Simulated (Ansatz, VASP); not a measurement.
Two plane-wave programs on Ni

```
Ni
1.0
     0.00000    2.67196    2.67196
     2.67196    0.00000    2.67196
     2.67196    2.67196    0.00000
Ni
2
Direct
  0.12500 0.12500 0.12500
  0.87500 0.87500 0.87500
```

Alike in both runs: task single point; functional revPBE; k mesh 12 × 12 × 12; occupations fermi-dirac, width 0.05 eV; collinear spin.

|  | VASP | Ansatz |
| --- | --- | --- |
| version | VASP 6.6.1 | Ansatz 0.2.0 |
| potentials or method | VASP PAW PBE potentials, release 64 (Ni), cutoff 520 eV | plane waves (420 eV) with PAW, scalar-relativistic |
| valence electrons in the cell | 20 | 36 |

Ansatz gave:

* pressure (GPa): -7.0
* net moment per atom (μB): 0.82
* size of the moment on the site where the two differ most (μB): 0.87

Q: What did VASP give for the same quantities?

A: Pressure (GPa): -6.9; net moment per atom (μB): 0.80; size of the moment on the site where the two differ most (μB): 0.82.

VASP's potentials were made for PBE, not for revPBE. Site moments also hang on the region over which each program counts them. VASP's potentials hold 20 valence electrons a cell and Ansatz's 36, so a difference there can come from the potentials and not from the codes.
